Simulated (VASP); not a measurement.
Crystal: CdS.

```xyz
2
Lattice="0.0000 2.7268 2.7268 2.8181 0.0000 2.7268 2.8181 2.7268 0.0000" Properties=species:S:1:pos:R:3 pbc="T T T"
Cd    0.0000    0.0000    0.0000
S     2.8181    2.7268    2.7268
```

This cell differs from its parent crystal: uniaxial x strain +3.4%.

Base run:

| Property | Result |
| --- | --- |
| Program | VASP 6.6.1 |
| Functional | PBE |
| Potentials or basis | VASP PAW PBE potentials, release 64 (Cd_sv_GW, S) |
| Cutoff | 630 eV |
| k mesh | 8 × 8 × 8 |
| Occupations | fermi-dirac, width 0.02 eV |
| Spin | no spin polarisation |

Its results: band gap on the k mesh 0.14 eV (least direct gap 1.42 eV); pressure -0.7 GPa.

Problem. The run is repeated on the same cell with these changes: functional from PBE to r2SCAN; cutoff from 630 eV to 700 eV. What comes out?

Solution. Band gap on the k mesh 0.62 eV (least direct gap 2.05 eV); pressure -2.4 GPa.

Caveats: the structure was generated, so it needn't be the stable form of CdS; semilocal functionals underestimate gaps, and a narrow one can read as zero; the PAW data sets were made with another functional, which shifts forces and pressure a little (at least some runs).

A k mesh can miss the band edges.
